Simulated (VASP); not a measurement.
**Mg2As: single point with PBE**

Crystal: Mg2As.

```xyz
6
Lattice="-1.9173 2.8046 5.9547 1.9173 -2.8046 5.9547 1.9173 2.8046 -5.9547" Properties=species:S:1:pos:R:3 pbc="T T T"
Mg    0.0000    0.0000    9.5605
Mg    0.0000    1.3740    5.9547
Mg    1.9173    1.4306    0.0000
Mg    0.0000    0.0000    2.3489
As    0.0000    2.8046    1.7150
As    1.9173    0.0000    4.2397
```

| Item | Value |
| --- | --- |
| Program | VASP 6.6.1 |
| Task | single point |
| Functional | PBE |
| Potentials or basis | VASP PAW PBE potentials, release 64 (Mg, As) |
| Cutoff | 520 eV |
| k mesh | 6 × 6 × 6 |
| Occupations | gaussian, width 0.1 eV |
| Spin | no spin polarisation |
| Dipole correction | no |
| Further INCAR settings | ALGO = Fast; EDIFF = 1e-07; NBANDS = 18 |

```json
{
  "Pressure": "-0.3 GPa",
  "Largest force": "0.104 eV/Å",
  "Band gap on the k mesh": "zero (band 9 reaches 3.85 eV, above the bottom of band 10 at 3.20 eV)"
}
```

Forces in eV/Å, atoms in the order of the input:
```
Mg   0.000  0.000  0.050
Mg   0.000  0.104  0.000
Mg   0.000 -0.104  0.000
Mg   0.000  0.000 -0.050
As   0.000  0.000 -0.071
As   0.000  0.000  0.071
```

Stress tensor (GPa, compression positive):
```
-0.37  0.00  0.00
 0.00  0.17  0.00
 0.00  0.00 -0.55
```

Levels at points of the mesh, in eV from the Fermi level:
| k point | band 6 | band 7 | band 8 | band 9 | band 10 | band 11 | band 12 | band 13 |
| --- | --- | --- | --- | --- | --- | --- | --- | --- |
| (0.00, 0.00, 0.00) | -2.98 | -2.39 | -0.58 | -0.52 | 1.63 | 2.15 | 3.22 | 4.39 |
| (0.50, 0.00, 0.00) | -1.56 | -0.77 | -0.13 | -0.09 | 1.83 | 2.19 | 3.20 | 3.40 |
| (0.00, 0.50, 0.00) | -2.57 | -1.93 | -1.17 | -0.69 | -0.35 | 0.96 | 1.65 | 1.93 |
| (0.50, 0.50, 0.00) | -3.44 | -2.10 | -1.63 | -1.53 | 0.67 | 1.83 | 2.15 | 3.78 |
| (0.50, 0.50, 0.50) | -1.74 | -1.70 | -1.16 | 0.29 | 0.37 | 1.73 | 2.07 | 2.86 |

It took 110 s on 1 thread of Intel(R) Xeon(R) 6975P-C (Granite Rapids) (shared host), peak memory 0.44 GiB.
